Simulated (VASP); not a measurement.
A run of VASP 6.6.1:

File INCAR:

```
SYSTEM = Ru
PREC = Accurate
ENCUT = 520
EDIFF = 1E-6
ISMEAR = -1
SIGMA = 0.05
LREAL = .FALSE.
LASPH = .TRUE.
NELM = 100
ALGO = Normal
ISIF = 2
LWAVE = .FALSE.
LCHARG = .FALSE.
GGA = PE
NBANDS = 21
```

KPOINTS

```
regular mesh
0
G
  20 20 11
  0 0 0
```

The input POSCAR:

```
Ru
1.0
    2.7058000000      0.0000000000      0.0000000000
   -1.3529000000      2.3432915376      0.0000000000
    0.0000000000      0.0000000000      4.2390810000
Ru
2
Direct
    0.3333333333      0.6666666667      0.2500000000
    0.6666666667      0.3333333333      0.7500000000
```

Potentials or basis: VASP PAW PBE potentials, release 64 (Ru_pv).

Command:

```console
$ cat potpaw_PBE.64/Ru_pv/POTCAR > POTCAR
$ mpirun -np 1 vasp_std > vasp.out
```

Hardware: 1 thread of Intel(R) Xeon(R) 6975P-C (Granite Rapids) (shared host).

Task: How long does it take, and how much memory?

Result: Run time: 52 s on 1 thread of Intel(R) Xeon(R) 6975P-C (Granite Rapids) (shared host), peak memory 0.22 GiB. Counts: scf iterations 12, k points 264.
